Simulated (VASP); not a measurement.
# Si (I4_1/amd) in VASP: notebook

The runs below take Si through single point, relaxation of cell and atoms, with PBE.

All numbers are computed with VASP 6.6.1; they aren't measurements. Logs are shortened: lines on timing, memory, paths and dates and some standing lists are left out, and cuts for length are marked.

### Step 1. The cell of the first run

Symmetry: I4_1/amd, No. 141, tetragonal system. Conventional cell: a = 4.784 Å, b = 4.784 Å, c = 2.628 Å, α = 90.00°, β = 90.00°, γ = 90.00°. Within 3.3 Å of Si (site symmetry -4m2) lie 10 Si at 2.48 to 3.10 Å.

### Step 2. Single point, PBE

INCAR

```
SYSTEM = Si
  PREC = Accurate
  ENCUT = 500
  EDIFF = 1E-6
  ISMEAR = -1
  SIGMA = 0.1
  LREAL = .FALSE.
  LASPH = .TRUE.
  NELM = 120
  ALGO = Normal
  ISIF = 2
  LWAVE = .FALSE.
  LCHARG = .FALSE.
  GGA = PE
  NBANDS = 11
  GGA_COMPAT = .FALSE.
```

KPOINTS

```
Automatic mesh
0
G
  16 16 16
  0 0 0
```

POSCAR

```
Si
1.0
   -2.3918132271      2.3918132271      1.3141699218
    2.3918132271     -2.3918132271      1.3141699218
    2.3918132271      2.3918132271     -1.3141699218
Si
2
Direct
   -0.3750000000     -0.1250000000     -0.2500000000
    0.3750000000      0.1250000000      0.2500000000
```

Potentials or basis: VASP PAW PBE potentials, release 64 (Si).

The run is started by

```bash
$ cat potpaw_PBE.64/Si/POTCAR > POTCAR
$ mpirun -np 1 vasp_std > vasp.out
```

OUTCAR:

```text
SYSTEM = Si
   PREC = Accurate
   ENCUT = 500
   EDIFF = 1E-6
   ISMEAR = -1
   LREAL = .FALSE.
   LASPH = .TRUE.
   NELM = 120
   ISIF = 2
   GGA = PE

 ion  position               nearest neighbor table
   1  0.625  0.875  0.750-   2 2.48   2 2.48   2 2.48   2 2.48   2 3.10   2 3.10   2 3.10   2 3.10

   2  0.375  0.125  0.250-   1 2.48   1 2.48   1 2.48   1 2.48   1 3.10   1 3.10   1 3.10   1 3.10

  LATTYP: Found a body centered tetragonal cell.
 ALAT       =     4.7836264542
 C/A-ratio  =     0.5494450432

  Lattice vectors:

 A1 = (  -2.3918132271,   2.3918132271,   1.3141699218)
 A2 = (   2.3918132271,  -2.3918132271,   1.3141699218)
 A3 = (   2.3918132271,   2.3918132271,  -1.3141699218)

Analysis of symmetry for initial positions (statically):
=====================================================================
 Subroutine PRICEL returns:
 Original cell was already a primitive cell.

 Routine SETGRP: Setting up the symmetry group for a
 body centered tetragonal supercell.

 Subroutine GETGRP returns: Found 16 space group operations
 (whereof  4 operations were pure point group operations)
 out of a pool of 16 trial point group operations.

The static configuration has the point symmetry C_2h.
 The point group associated with its full space group is D_4h.

Analysis of symmetry for dynamics (positions and initial velocities):
=====================================================================
 Subroutine PRICEL returns:
 Original cell was already a primitive cell.

 Routine SETGRP: Setting up the symmetry group for a
 body centered tetragonal supercell.

 Subroutine GETGRP returns: Found 16 space group operations
 (whereof  4 operations were pure point group operations)
 out of a pool of 16 trial point group operations.

The dynamic configuration has the point symmetry C_2h.
 The point group associated with its full space group is D_4h.

 Subroutine INISYM returns: Found 16 space group operations
 (whereof  4 operations are pure point group operations),
 and found     1 'primitive' translations

----------------------------------------------------------------------------------------

                                     Primitive cell

  volume of cell :      30.0723

[... 86 lines left out ...]
   ENCUT  =  500.0 eV  36.75 Ry    6.06 a.u.   6.62  6.62  6.62*2*pi/ulx,y,z
   NELM   =    120;   NELMIN=  2; NELMDL= -5     # of ELM steps
   EDIFF  = 0.1E-05   stopping-criterion for ELM
   LREAL  =      F    real-space projection
   EDIFFG = 0.1E-04   stopping-criterion for IOM
   NSW    =      0    number of steps for IOM
   IBRION =     -1    ionic relax: 0-MD 1-quasi-New 2-CG
   NFREE  =      0    steps in history (QN), initial steepest desc. (CG)
   ISIF   =      2    stress and relaxation
   ISYM   =      2    0-nonsym 1-usesym 2-fastsym
   POTIM  = 0.5000    time-step for ionic-motion
   TEBEG  =    0.0;   TEEND  =   0.0 temperature during run
   PSTRESS=    0.0 pullay stress
   NELECT =       8.0000    total number of electrons
   NUPDOWN=      -1.0000    fix difference up-down
   EMIN   =  10.00;   EMAX   =-10.00  energy-range for DOS
   EFERMI =   0.00;   METHOD = LEGACY
   ISMEAR =    -1;   SIGMA  =   0.10  broadening in eV -4-tet -1-fermi 0-gaus
   EFERMI_NEDOS =   21; number of points for ismear=-14 and -15
   IALGO  =     38    algorithm
   IMIX   =      4    mixing-type and parameters
     AMIX     =   0.40;   BMIX     =  1.00
     AMIX_MAG =   1.60;   BMIX_MAG =  1.00
  volume/ion in A,a.u.               =      15.04       101.47
  Fermi-wavevector in a.u.,A,eV,Ry     =   1.052890  1.989673 15.083098  1.108576
  Thomas-Fermi vector in A             =   2.187990
   LORBIT       =      0    0 simple, 1 ext, 2 COOP (PROOUT), +10 PAW based schemes
   GGA     = PE    functional components
   LHFCALC =     F    Hartree Fock is set to
   AEXX    =    0.0000 exact exchange contribution
   IVDW    =     0    specifies the selected vdW correction
   LEPSILON=     F    determine dielectric tensor
   LRPA    =     F    only Hartree local field effects (RPA)
 non-spin polarized calculation
  energy-cutoff  :      500.00
  volume of cell :       30.07
 maximum number of plane-waves:       784
   NGX = 13   NGY = 13   NGZ = 13

 number of electron       7.9999999 magnetization

 Free energy of the ion-electron system (eV)
  ---------------------------------------------------
  ext. energy  EPLUGINS =         0.00000000
  ---------------------------------------------------
  free energy    TOTEN  =       -10.27135823 eV

  energy without entropy =      -10.24577995  energy(sigma->0) =      -10.25856909

 E-fermi :   9.3242     XC(G=0): -10.9610

 val. band max:        9.3216822627   @ k =  -0.1250   0.5000   0.1250
 cond. band min:       9.3298965347   @ k =   0.3125   0.3125   0.0000
 fundamental gap:      0.0082142721
 Fermi energy:         9.3241665084

 k-point     1 :       0.0000    0.0000    0.0000
  band No.  band energies     occupation
      1      -4.5339      2.00000
      2       6.7786      2.00000
      3       6.7786      2.00000
      4       7.2651      2.00000
      5      10.8337      0.00000
      6      16.9459      0.00000
      7      18.2792      0.00000
      8      18.2792      0.00000
      9      18.8240      0.00000
     10      19.5018      0.00000
     11      20.0860      0.00000
[... 309 lines left out ...]
 k-point    24 :      -0.0625    0.0625    0.0000
  band No.  band energies     occupation
      1      -4.4849      2.00000
      2       5.8509      2.00000
      3       6.8231      2.00000
      4       7.9883      2.00000
      5      11.1632      0.00000
      6      16.2690      0.00000
      7      17.9039      0.00000
      8      18.7649      0.00000
      9      18.7953      0.00000
     10      19.6131      0.00000
     11      20.1592      0.00000

 [... further k-points ...]
[... 5 lines left out ...]
  --------------------------------------------------------------------------------------
  -------------------------------------------------------------------------------------
  Total        0.4391069      0.4391069      0.4431039      0.0000000      0.0000000     -0.0000000
  in kB       23.3945542     23.3945542     23.6075074      0.0000000      0.0000000     -0.0000000
  external PRESSURE =      23.4655386 kB  Pullay stress =       0.0000000 kB

 VOLUME and BASIS-vectors are now :
 -----------------------------------------------------------------------------
  energy-cutoff  :      500.00
  volume of cell :       30.07
      direct lattice vectors                 reciprocal lattice vectors
    -2.391813227  2.391813227  1.314169922     0.000000000  0.209046423  0.380468303
     2.391813227 -2.391813227  1.314169922     0.209046423  0.000000000  0.380468303
     2.391813227  2.391813227 -1.314169922     0.209046423  0.209046423  0.000000000

 POSITION                                       TOTAL-FORCE (eV/Angst)
 -----------------------------------------------------------------------------------
      2.39181      1.19591      0.98563         0.000000      0.000000     -0.000000
      0.00000      1.19591      0.32854        -0.000000     -0.000000      0.000000
 -----------------------------------------------------------------------------------
    total drift:                               -0.000000      0.000000     -0.000000

  FREE ENERGIE OF THE ION-ELECTRON SYSTEM (eV)
  ---------------------------------------------------
  free  energy   TOTEN  =       -10.2713582340 eV

  energy  without entropy=      -10.2457799533  energy(sigma->0) =      -10.25856909
```

OSZICAR:

```text
N       E                     dE             d eps       ncg     rms          rms(c)
DAV:   1     0.406964369341E+01    0.40696E+01   -0.32814E+03  7686   0.588E+02
DAV:   2    -0.990655283011E+01   -0.13976E+02   -0.13433E+02  9998   0.795E+01
DAV:   3    -0.102828626184E+02   -0.37631E+00   -0.37377E+00  9889   0.106E+01
DAV:   4    -0.102844062774E+02   -0.15437E-02   -0.15435E-02  9303   0.856E-01
DAV:   5    -0.102844129743E+02   -0.66968E-05   -0.66969E-05  9613   0.515E-02    0.416E+00
DAV:   6    -0.102767502635E+02    0.76627E-02   -0.29315E-03  8984   0.290E-01    0.241E+00
DAV:   7    -0.102713596051E+02    0.53907E-02   -0.70706E-03  8541   0.474E-01    0.218E-01
DAV:   8    -0.102713659588E+02   -0.63537E-05   -0.39788E-04  9263   0.119E-01    0.618E-02
DAV:   9    -0.102713588605E+02    0.70983E-05   -0.16055E-05  9295   0.229E-02    0.151E-02
DAV:  10    -0.102713582340E+02    0.62651E-06   -0.17279E-06  7042   0.769E-03
   1 F= -.10271358E+02 E0= -.10258569E+02  d E =-.255783E-01
```

Wall time 79 s (1 thread of Intel Xeon 6975P-C, shared host); peak memory 0.21 GiB.

What came out:

```yaml
Free_energy: -10.2714 eV
Pressure: 2.3 GPa
Band_gap_on_the_k_mesh: zero (band 4 reaches 11.39 eV, above the bottom of band 5 at 5.17 eV)
```

Levels at points of the mesh, in eV from the Fermi level:
```
           k point  band 1  band 2  band 3  band 4  band 5  band 6  band 7  band 8  band 9
(0.00, 0.00, 0.00)  -13.86   -2.55   -2.55   -2.06    1.51    7.62    8.96    8.96    9.50
(0.50, 0.00, 0.00)   -7.58   -6.80   -2.17   -1.71   -1.50    1.10    4.54    5.48    9.04
(0.50, 0.50, 0.00)  -10.75  -10.75    0.29    0.29    2.52    2.52    8.54    8.54    9.66
(0.50, 0.50, 0.50)   -8.37   -8.37   -6.86   -6.86    5.95    5.95   13.03   13.03   13.90
```

### Step 3. Relaxation of cell and atoms, PBE, target pressure 2.4 GPa, at which the enthalpy is minimised

This run uses another cell than the first one, of 14.50 Å³/atom, 0.964 times its volume.

INCAR

```
SYSTEM = Si
  ALGO = Normal
  EDIFF = 1E-7
  EDIFFG = -0.005
  ENCUT = 500
  GGA = PE
  GGA_COMPAT = .False.
  IBRION = 2
  ISIF = 3
  ISMEAR = -1
  LASPH = .True.
  LCHARG = .False.
  LREAL = .False.
  LWAVE = .False.
  NELM = 120
  NELMIN = 4
  NSW = 60
  PREC = Accurate
  PSTRESS = 24.0
  SIGMA = 0.1
```

KPOINTS

```
k-points
0
Gamma
  16 16 16
  0 0 0
```

POSCAR

```
Si
1.0
   -2.3623533812      2.3623533812      1.2992943597
    2.3623533812     -2.3623533812      1.2992943597
    2.3623533812      2.3623533812     -1.2992943597
Si
2
Direct
   -0.3750000000     -0.1250000000     -0.2500000000
    0.3750000000      0.1250000000      0.2500000000
```

Potentials or basis: VASP PAW PBE potentials, release 64 (Si).

The run is started by

```bash
$ cat potpaw_PBE.64/Si/POTCAR > POTCAR
$ mpirun -np 1 vasp_std > vasp.out
```

It took 2.8 min on 1 thread of Intel Xeon 6975P-C, shared host; peak memory 0.2 GiB.

The run converged. Its results:

* Free energy: -10.2710 eV
* Relaxed volume: 15.03 Å³/atom
* Relaxed cell: a = 3.629 Å, b = 3.629 Å, c = 3.629 Å, α = 97.53°, β = 97.53°, γ = 137.55°
* Space group after relaxing (to 0.05 Å): I4_1/amd (No. 141)
* Energy change on relaxing (the enthalpy is what falls): -15.2 meV/atom
* Ionic steps: 3
* Pressure after relaxing: 2.4 GPa
* Band gap on the k mesh: zero (band 4 reaches 11.40 eV, above the bottom of band 5 at 5.17 eV)

The path:
```
step  energy change (eV)  largest force (eV/Å)  pressure (GPa)  volume (Å³)
   1              0.0000                0.0000            6.98        29.00
   2             -0.0350                0.0000           -0.26        30.78
   3             -0.0304                0.0000            2.40        30.06
```

Final structure:
```
Si
1.0
    -2.39177    2.39177    1.31358
     2.39177   -2.39177    1.31358
     2.39177    2.39177   -1.31358
Si
2
Direct
  0.62500 0.87500 0.75000
  0.37500 0.12500 0.25000
```

Levels at points of the mesh, in eV from the Fermi level:
| k point | band 1 | band 2 | band 3 | band 4 | band 5 | band 6 | band 7 | band 8 |
| --- | --- | --- | --- | --- | --- | --- | --- | --- |
| (0.00, 0.00, 0.00) | -13.86 | -2.55 | -2.55 | -2.06 | 1.51 | 7.63 | 8.96 | 8.96 |
| (0.50, 0.00, 0.00) | -7.58 | -6.80 | -2.17 | -1.71 | -1.50 | 1.10 | 4.54 | 5.48 |
| (0.50, 0.50, 0.00) | -10.75 | -10.75 | 0.28 | 0.28 | 2.51 | 2.51 | 8.55 | 8.55 |
| (0.50, 0.50, 0.50) | -8.37 | -8.37 | -6.86 | -6.86 | 5.97 | 5.97 | 13.03 | 13.03 |

Caveat: the cell is relaxed towards a set pressure, so the enthalpy falls and the energy may rise.

### Step 4. Relaxation of cell and atoms, PBE, target pressure 2.4 GPa, at which the enthalpy is minimised

INCAR

```
SYSTEM = Si
  PREC = Accurate
  ENCUT = 500
  EDIFF = 1E-7
  ISMEAR = -1
  SIGMA = 0.1
  LREAL = .FALSE.
  LASPH = .TRUE.
  NELM = 120
  ALGO = Normal
  ISIF = 3
  LWAVE = .FALSE.
  LCHARG = .FALSE.
  GGA = PE
  IBRION = 2
  NSW = 32
  EDIFFG = -0.005
  PSTRESS = 24.0
  GGA_COMPAT = .FALSE.
  NELMIN = 4
```

KPOINTS

```
regular mesh
0
G
  16 16 16
  0 0 0
```

POSCAR

```
Si
1.0
   -2.3918132271      2.3918132271      1.3141699218
    2.3918132271     -2.3918132271      1.3141699218
    2.3918132271      2.3918132271     -1.3141699218
Si
2
Direct
   -0.3750000000     -0.1250000000     -0.2500000000
    0.3750000000      0.1250000000      0.2500000000
```

The run is started by

```bash
$ cat potpaw_PBE.64/Si/POTCAR > POTCAR
$ mpirun -np 1 vasp_std > vasp.out
```

Wall time 91 s (1 thread of Intel Xeon 6975P-C, shared host); peak memory 0.2 GiB.

The run converged. Its results:

| Item | Value |
| --- | --- |
| Free energy | -10.2710 eV |
| Relaxed volume | 15.03 Å³/atom |
| Relaxed cell | a = 3.628 Å, b = 3.628 Å, c = 3.628 Å, α = 97.54°, β = 97.54°, γ = 137.53° |
| Space group after relaxing (to 0.05 Å) | I4_1/amd (No. 141) |
| Energy change on relaxing (the enthalpy is what falls) | +0.2 meV/atom |
| Ionic steps | 2 |
| Pressure after relaxing | 2.4 GPa |
| Band gap on the k mesh | zero (band 4 reaches 11.40 eV, above the bottom of band 5 at 5.17 eV) |

The path:
| step | energy change (eV) | largest force (eV/Å) | pressure (GPa) | volume (Å³) |
| --- | --- | --- | --- | --- |
| 1 | 0.0000 | 0.0000 | 2.35 | 30.07 |
| 2 | 0.0003 | 0.0000 | 2.43 | 30.05 |

Final structure:
```xyz
2
Lattice="-2.3912 2.3912 1.3140 2.3912 -2.3912 1.3140 2.3912 2.3912 -1.3140" Properties=species:S:1:pos:R:3 pbc="T T T"
Si    2.3912    1.1956    0.9855
Si    0.0000    1.1956    0.3285
```

Levels at points of the mesh, in eV from the Fermi level:
```
           k point  band 1  band 2  band 3  band 4  band 5  band 6  band 7  band 8
(0.00, 0.00, 0.00)  -13.86   -2.55   -2.55   -2.05    1.51    7.62    8.96    8.96
(0.50, 0.00, 0.00)   -7.58   -6.80   -2.17   -1.72   -1.50    1.10    4.54    5.48
(0.50, 0.50, 0.00)  -10.75  -10.75    0.29    0.29    2.52    2.52    8.54    8.54
(0.50, 0.50, 0.50)   -8.37   -8.37   -6.86   -6.86    5.95    5.95   13.04   13.04
```

Caveat: the cell is relaxed towards a set pressure, so the enthalpy falls and the energy may rise.

### Step 5. The runs side by side

```tsv
task	cell	gap on the mesh (eV)	pressure (GPa)
single point	a = 3.629 Å, angles 97.5, 97.5, 137.5°, 2 atoms	none	2.3
relaxation of cell and atoms	relaxed to 2.4 GPa from a = 3.585 Å, angles 97.5, 97.5, 137.5°, 2 atoms	none	2.4
relaxation of cell and atoms	relaxed to 2.4 GPa from a = 3.629 Å, angles 97.5, 97.5, 137.5°, 2 atoms	none	2.4
```

Alike in all rows: level PBE; potentials or basis VASP PAW PBE potentials, release 64 (Si); no spin polarisation; k mesh 16 × 16 × 16; cutoff (eV) 500; smearing fermi-dirac 0.1 eV.

Caveats: the cell is relaxed towards a set pressure, so the enthalpy falls and the energy may rise (some runs).

Absolute energies hang on the potentials; compare differences alone.
